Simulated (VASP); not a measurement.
# F (C2/m) in VASP: further runs

F is run at these levels: PBEsol; tasks: single point.

Program: VASP 6.6.1. These are calculated values, not measurements. Logs are shortened: lines on timing, memory, paths and dates and some standing lists are left out, and cuts for length are marked.

## Step 1: The cell of the first run

The structure is monoclinic, space group C2/m (No. 12). Conventional cell: a = 5.978 Å, b = 3.426 Å, c = 7.216 Å, α = 90.00°, β = 112.50°, γ = 90.00°. F (site symmetry m) has 1 F at 1.23 Å within 1.6 Å. Within 1.8 Å of F (site symmetry m) lie 1 F at 1.35 Å.

## Step 2: Single point, PBEsol

INCAR reads:

```
SYSTEM = F
PREC = Accurate
ENCUT = 520
EDIFF = 1E-7
ISMEAR = 0
SIGMA = 0.05
LREAL = .FALSE.
LASPH = .TRUE.
NELM = 60
ALGO = Normal
ISIF = 2
LWAVE = .FALSE.
LCHARG = .TRUE.
GGA = PS
LELF = .TRUE.
LVHAR = .TRUE.
NBANDS = 22
```

KPOINTS reads:

```
Automatic mesh
0
G
  4 4 2
  0 0 0
```

POSCAR reads:

```
F
1.0
    2.9801222909     -1.7127784174     -0.2298527401
    2.9801222909      1.7127784174     -0.2298527401
   -2.2408243099      0.0000000000      6.8592084052
F
4
Direct
    0.0848459664      0.0848459664      0.0820156542
    0.9151540336      0.9151540336      0.9179843458
    0.5015719855      0.5015719855      0.5937195244
    0.4984280145      0.4984280145      0.4062804756
```

Potentials or basis: VASP PAW PBE potentials, release 64 (F).

The run is started by

```
cat potpaw_PBE.64/F/POTCAR > POTCAR
mpirun -np 1 vasp_std > vasp.out
```

OUTCAR:

```text
SYSTEM = F
   PREC = Accurate
   ENCUT = 520
   EDIFF = 1E-7
   ISMEAR = 0
   LREAL = .FALSE.
   LASPH = .TRUE.
   NELM = 60
   ISIF = 2
   GGA = PS

 ion  position               nearest neighbor table
   1  0.085  0.085  0.082-   2 1.23
   2  0.915  0.915  0.918-   1 1.23
   3  0.502  0.502  0.594-   4 1.35
   4  0.498  0.498  0.406-   3 1.35

  LATTYP: Found a base centered monoclinic cell.
 ALAT       =     5.9779465206
 B/A-ratio  =     0.5730323654
 C/A-ratio  =     1.2070962569
 COS(beta)  =    -0.3827161857

  Lattice vectors:

 A1 = (   2.9801222909,  -1.7127784174,  -0.2298527401)
 A2 = (   2.9801222909,   1.7127784174,  -0.2298527401)
 A3 = (  -2.2408243099,   0.0000000000,   6.8592084052)

Analysis of symmetry for initial positions (statically):
=====================================================================
 Subroutine PRICEL returns:
 Original cell was already a primitive cell.

 Routine SETGRP: Setting up the symmetry group for a
 base centered monoclinic supercell.

 Subroutine GETGRP returns: Found  4 space group operations
 (whereof  4 operations were pure point group operations)
 out of a pool of  4 trial point group operations.

The static configuration has the point symmetry C_2h.

Analysis of symmetry for dynamics (positions and initial velocities):
=====================================================================
 Subroutine PRICEL returns:
 Original cell was already a primitive cell.

 Routine SETGRP: Setting up the symmetry group for a
 base centered monoclinic supercell.

 Subroutine GETGRP returns: Found  4 space group operations
 (whereof  4 operations were pure point group operations)
 out of a pool of  4 trial point group operations.

The dynamic configuration has the point symmetry C_2h.

 Subroutine INISYM returns: Found  4 space group operations
 (whereof  4 operations are pure point group operations),
 and found     1 'primitive' translations

----------------------------------------------------------------------------------------

                                     Primitive cell

  volume of cell :      68.2584

[... 75 lines left out ...]
   ISPIN  =      1    spin polarized calculation?
   LNONCOLLINEAR =      F non collinear calculations
   LSORBIT =      F    spin-orbit coupling
   LASPH  =      T    aspherical Exc in radial PAW
   ENCUT  =  520.0 eV  38.22 Ry    6.18 a.u.   6.41  6.41 13.42*2*pi/ulx,y,z
   NELM   =     60;   NELMIN=  2; NELMDL= -5     # of ELM steps
   EDIFF  = 0.1E-06   stopping-criterion for ELM
   LREAL  =      F    real-space projection
   EDIFFG = 0.1E-05   stopping-criterion for IOM
   NSW    =      0    number of steps for IOM
   IBRION =     -1    ionic relax: 0-MD 1-quasi-New 2-CG
   NFREE  =      0    steps in history (QN), initial steepest desc. (CG)
   ISIF   =      2    stress and relaxation
   ISYM   =      2    0-nonsym 1-usesym 2-fastsym
   POTIM  = 0.5000    time-step for ionic-motion
   TEBEG  =    0.0;   TEEND  =   0.0 temperature during run
   PSTRESS=    0.0 pullay stress
   NELECT =      28.0000    total number of electrons
   NUPDOWN=      -1.0000    fix difference up-down
   EMIN   =  10.00;   EMAX   =-10.00  energy-range for DOS
   EFERMI =   0.00;   METHOD = LEGACY
   ISMEAR =     0;   SIGMA  =   0.05  broadening in eV -4-tet -1-fermi 0-gaus
   EFERMI_NEDOS =   21; number of points for ismear=-14 and -15
   IALGO  =     38    algorithm
   IMIX   =      4    mixing-type and parameters
     AMIX     =   0.40;   BMIX     =  1.00
     AMIX_MAG =   1.60;   BMIX_MAG =  1.00
  volume/ion in A,a.u.               =      17.06       115.16
  Fermi-wavevector in a.u.,A,eV,Ry     =   1.216397  2.298658 20.131487  1.479623
  Thomas-Fermi vector in A             =   2.351753
   LORBIT       =      0    0 simple, 1 ext, 2 COOP (PROOUT), +10 PAW based schemes
   GGA     = PS    functional components
   LHFCALC =     F    Hartree Fock is set to
   AEXX    =    0.0000 exact exchange contribution
   IVDW    =     0    specifies the selected vdW correction
   LEPSILON=     F    determine dielectric tensor
   LRPA    =     F    only Hartree local field effects (RPA)
 non-spin polarized calculation
 Gauss-broadening in eV      SIGMA  =   0.05
  energy-cutoff  :      520.00
  volume of cell :       68.26
 maximum number of plane-waves:      1851
 NGX is ok and might be reduce to    28
   NGX = 13   NGY = 13   NGZ = 27

 number of electron      27.9999994 magnetization

 Free energy of the ion-electron system (eV)
  ---------------------------------------------------
  ext. energy  EPLUGINS =         0.00000000
  ---------------------------------------------------
  free energy    TOTEN  =        -6.77502566 eV

  energy without entropy =       -6.77502566  energy(sigma->0) =       -6.77502566

 E-fermi :  -4.3001     XC(G=0):  -7.1870

 val. band max:       -4.5278873552   @ k =   0.5000   0.5000   0.0000
 cond. band min:      -0.9884076861   @ k =   0.0000   0.0000   0.0000
 fundamental gap:      3.5394796691
 Fermi energy:        -4.3001485904

 k-point     1 :       0.0000    0.0000    0.0000
  band No.  band energies     occupation
      1     -33.5923      2.00000
      2     -31.1813      2.00000
      3     -23.2989      2.00000
      4     -22.3201      2.00000
      5     -12.6273      2.00000
      6     -11.7325      2.00000
[... 339 lines left out ...]
     21       9.9189      0.00000
     22      10.3516      0.00000

------------------------ aborting loop because EDIFF is reached ----------------------------------------

  FORCE on cell =-STRESS in cart. coord.  units (eV):
  Direction    XX          YY          ZZ          XY          YZ          ZX
  --------------------------------------------------------------------------------------
  -------------------------------------------------------------------------------------
  Total        4.3867927     -0.2024731     14.6242960      0.0000000      0.0000000      5.6980618
  in kB      102.9678373     -4.7524976    343.2649391      0.0000000      0.0000000    133.7462555
  external PRESSURE =     147.1600929 kB  Pullay stress =       0.0000000 kB

 VOLUME and BASIS-vectors are now :
 -----------------------------------------------------------------------------
  energy-cutoff  :      520.00
  volume of cell :       68.26
      direct lattice vectors                 reciprocal lattice vectors
     2.980122291 -1.712778417 -0.229852740     0.172115141 -0.291923342  0.056228032
     2.980122291  1.712778417 -0.229852740     0.172115141  0.291923342  0.056228032
    -2.240824310  0.000000000  6.859208405     0.011535190  0.000000000  0.149557831

 POSITION                                       TOTAL-FORCE (eV/Angst)
 -----------------------------------------------------------------------------------
      0.32192      0.00000      0.52356         6.413179      0.000000     10.496205
      3.39750      0.00000      5.87594        -6.413179      0.000000    -10.496205
      1.65907      0.00000      3.84187        -0.918375      0.000000      2.810860
      2.06035      0.00000      2.55763         0.918375      0.000000     -2.810860
 -----------------------------------------------------------------------------------
    total drift:                                0.000000      0.000000     -0.000000

  FREE ENERGIE OF THE ION-ELECTRON SYSTEM (eV)
  ---------------------------------------------------
  free  energy   TOTEN  =        -6.7750256623 eV

  energy  without entropy=       -6.7750256623  energy(sigma->0) =       -6.77502566
```

stdout:

```text
POSCAR found type information on POSCAR F
 POSCAR found :  1 types and       4 ions
 scaLAPACK will be used
 -----------------------------------------------------------------------------
|                                                                             |
|                                                                             |
|     You enforced a specific xc type in the INCAR file but a different       |
|     I HOPE YOU KNOW WHAT YOU ARE DOING!                                     |
|                                                                             |
 -----------------------------------------------------------------------------

 LDA part: xc-table for (Slater+PW92), standard interpolation
 POSCAR, INCAR and KPOINTS ok, starting setup
 FFT: planning ... GRIDC
 FFT: planning ... GRID_SOFT
 FFT: planning ... GRID
 WAVECAR not read
 entering main loop
```

Wall time 11 s (1 thread of Intel Xeon 6975P-C (Granite Rapids), shared host); peak memory 0.17 GiB.

Results:

```yaml
Free_energy: -6.7750 eV
Pressure: 14.7 GPa
Largest_force: 12.300 eV/Å
Band_gap_on_the_k_mesh: 3.54 eV, indirect (least direct gap 3.60 eV)
```

Forces on the atoms (eV/Å):
```
F     6.413   0.000  10.496
F    -6.413   0.000 -10.496
F    -0.918   0.000   2.811
F     0.918   0.000  -2.811
```

Stress tensor (GPa, compression positive):
```
10.30  0.00 13.37
 0.00 -0.48  0.00
13.37  0.00 34.33
```

Caveat: the k points lie up to 0.54 Å⁻¹ apart; the standard files for N, O and F lose accuracy on very short bonds; the PAW data sets were made with another functional, which shifts forces and pressure a little. A k mesh can miss the band edges.

## Step 3: Single point, PBEsol

INCAR reads:

```
PREC = Accurate ; ENCUT = 520
EDIFF = 1E-6 ; ISMEAR = 0
SIGMA = 0.05 ; LREAL = False
LASPH = True ; NELM = 60
ALGO = Normal ; ISIF = 2
LWAVE = False ; LCHARG = False
GGA = PS ; NBANDS = 22
```

KPOINTS reads:

```
Automatic mesh
0
Gamma
  4 4 2
```

Edit POSCAR of step 2 so:

```diff
@@ -8,4 +8,4 @@
 Direct
-    0.0848459664      0.0848459664      0.0820156542
-    0.9151540336      0.9151540336      0.9179843458
+    0.0848459664      0.0848459664      0.0740235354
+    0.9151540336      0.9151540336      0.9259764646
     0.5015719855      0.5015719855      0.5937195244
```

Potentials or basis: VASP PAW PBE potentials, release 64 (F).

The run is started by

```
cat potpaw_PBE.64/F/POTCAR > POTCAR
mpirun -np 1 vasp_std > vasp.out
```

Run time: 9.2 s. Hardware: 1 thread of Intel Xeon 6975P-C (Granite Rapids), shared host; peak memory 0.17 GiB.

It converged, with:

```
Free energy            : -5.5630 eV
Pressure               : 23.1 GPa
Largest force          : 22.302 eV/Å
Band gap on the k mesh : 3.13 eV, indirect (least direct gap 3.21 eV)
```

Forces on the atoms (eV/Å):
```
F    13.038   0.000  18.095
F   -13.038   0.000 -18.095
F    -0.926   0.000   2.803
F     0.926   0.000  -2.803
```

Stress tensor (GPa, compression positive):
```
21.40  0.00 26.33
 0.00 -0.49  0.00
26.33  0.00 48.24
```

Levels at points of the mesh, in eV from the valence-band top:
| k point | band 12 | band 13 | band 14 | band 15 | band 16 | band 17 |
| --- | --- | --- | --- | --- | --- | --- |
| (0.00, 0.00, 0.00) | -1.05 | -0.28 | -0.08 | 3.13 | 7.59 | 7.98 |
| (0.50, 0.00, 0.00) | -1.17 | -0.34 | -0.13 | 3.28 | 8.23 | 11.59 |
| (0.50, 0.50, 0.00) | -1.08 | -0.09 | 0.00 | 3.24 | 8.10 | 11.83 |
| (0.00, 0.00, 0.50) | -1.05 | -0.29 | -0.08 | 3.15 | 7.26 | 8.55 |
| (0.50, 0.00, 0.50) | -1.16 | -0.33 | -0.09 | 3.25 | 8.28 | 11.34 |
| (0.50, 0.50, 0.50) | -1.06 | -0.13 | -0.02 | 3.26 | 8.12 | 11.63 |

Caveat: the k points lie up to 0.54 Å⁻¹ apart; the standard files for N, O and F lose accuracy on very short bonds; the PAW data sets were made with another functional, which shifts forces and pressure a little. Expect the measured gap to be larger: semilocal functionals such as PBEsol lack the derivative discontinuity.

## Step 4: Single point, PBEsol

INCAR reads:

```
  PREC = Accurate
  ENCUT = 520
  EDIFF = 1E-6
  ISMEAR = 0
  SIGMA = 0.05
  LREAL = F
  LASPH = T
  NELM = 60
  ALGO = Normal
  ISIF = 2
  LWAVE = F
  LCHARG = F
  GGA = PS
  NBANDS = 22
```

KPOINTS is that of step 3.

Edit POSCAR of step 3 so:

```diff
@@ -8,4 +8,4 @@
 Direct
-    0.0848459664      0.0848459664      0.0740235354
-    0.9151540336      0.9151540336      0.9259764646
+    0.0848459664      0.0848459664      0.0979998919
+    0.9151540336      0.9151540336      0.9020001081
     0.5015719855      0.5015719855      0.5937195244
```

Potentials or basis: VASP PAW PBE potentials, release 64 (F).

The run is started by

```
cat potpaw_PBE.64/F/POTCAR > POTCAR
mpirun -np 1 vasp_std > vasp.out
```

OUTCAR:

```text
PREC = Accurate
   ENCUT = 520
   EDIFF = 1E-6
   ISMEAR = 0
   LREAL = F
   LASPH = T
   NELM = 60
   ISIF = 2
   GGA = PS

 ion  position               nearest neighbor table
   1  0.085  0.085  0.098-   2 1.39
   2  0.915  0.915  0.902-   1 1.39
   3  0.502  0.502  0.594-   4 1.35
   4  0.498  0.498  0.406-   3 1.35

  LATTYP: Found a base centered monoclinic cell.
 ALAT       =     5.9779465206
[... 536 lines left out ...]

  FORCE on cell =-STRESS in cart. coord.  units (eV):
  Direction    XX          YY          ZZ          XY          YZ          ZX
  --------------------------------------------------------------------------------------
  -------------------------------------------------------------------------------------
  Total        0.4364247     -0.1875886      4.7606919      0.0000000      0.0000000     -0.5735570
  in kB       10.2438631     -4.4031250    111.7440882      0.0000000      0.0000000    -13.4626669
  external PRESSURE =      39.1949421 kB  Pullay stress =       0.0000000 kB

 VOLUME and BASIS-vectors are now :
 -----------------------------------------------------------------------------
  energy-cutoff  :      520.00
  volume of cell :       68.26
      direct lattice vectors                 reciprocal lattice vectors
     2.980122291 -1.712778417 -0.229852740     0.172115141 -0.291923342  0.056228032
     2.980122291  1.712778417 -0.229852740     0.172115141  0.291923342  0.056228032
    -2.240824310  0.000000000  6.859208405     0.011535190  0.000000000  0.149557831

 POSITION                                       TOTAL-FORCE (eV/Angst)
 -----------------------------------------------------------------------------------
      0.28610      0.00000      0.63320         0.426381      0.000000      0.886858
      3.43332      0.00000      5.76631        -0.426381      0.000000     -0.886858
      1.65907      0.00000      3.84187        -0.884963      0.000000      2.828880
      2.06035      0.00000      2.55763         0.884963      0.000000     -2.828880
 -----------------------------------------------------------------------------------
    total drift:                                0.000000      0.000000     -0.000000

  FREE ENERGIE OF THE ION-ELECTRON SYSTEM (eV)
  ---------------------------------------------------
  free  energy   TOTEN  =        -7.6922803821 eV

  energy  without entropy=       -7.6922803821  energy(sigma->0) =       -7.69228038
```

Wall time 8.4 s (1 thread of Intel Xeon 6975P-C (Granite Rapids), shared host); peak memory 0.18 GiB.

What came out:

```
Free energy            : -7.6923 eV
Pressure               : 3.9 GPa
Largest force          : 2.964 eV/Å
Band gap on the k mesh : 3.25 eV, indirect (least direct gap 3.38 eV)
```

Forces on the atoms (eV/Å):
```
F    0.426  0.000  0.887
F   -0.426  0.000 -0.887
F   -0.885  0.000  2.829
F    0.885  0.000 -2.829
```

Stress tensor (GPa, compression positive):
```
 1.02  0.00 -1.35
 0.00 -0.44  0.00
-1.35  0.00 11.17
```

Levels at points of the mesh, in eV from the valence-band top:
```
           k point  band 11  band 12  band 13  band 14  band 15  band 16  band 17  band 18
(0.00, 0.00, 0.00)    -0.41    -0.19    -0.14    -0.13     3.25     4.36     8.67    11.10
(0.50, 0.00, 0.00)    -0.45    -0.41    -0.30    -0.28     3.58     4.21    12.76    12.97
(0.50, 0.50, 0.00)    -0.44    -0.36    -0.24     0.00     3.53     4.18    12.94    13.35
(0.00, 0.00, 0.50)    -0.30    -0.27    -0.17    -0.15     3.46     4.07     9.55     9.63
(0.50, 0.00, 0.50)    -0.61    -0.43    -0.24    -0.08     3.49     4.26    12.71    13.58
(0.50, 0.50, 0.50)    -0.41    -0.40    -0.19    -0.15     3.58     4.20    12.68    12.88
```

Caveat: the k points lie up to 0.54 Å⁻¹ apart; the PAW data sets were made with another functional, which shifts forces and pressure a little. PBEsol gaps usually lie below the measured ones, often by a third to a half.
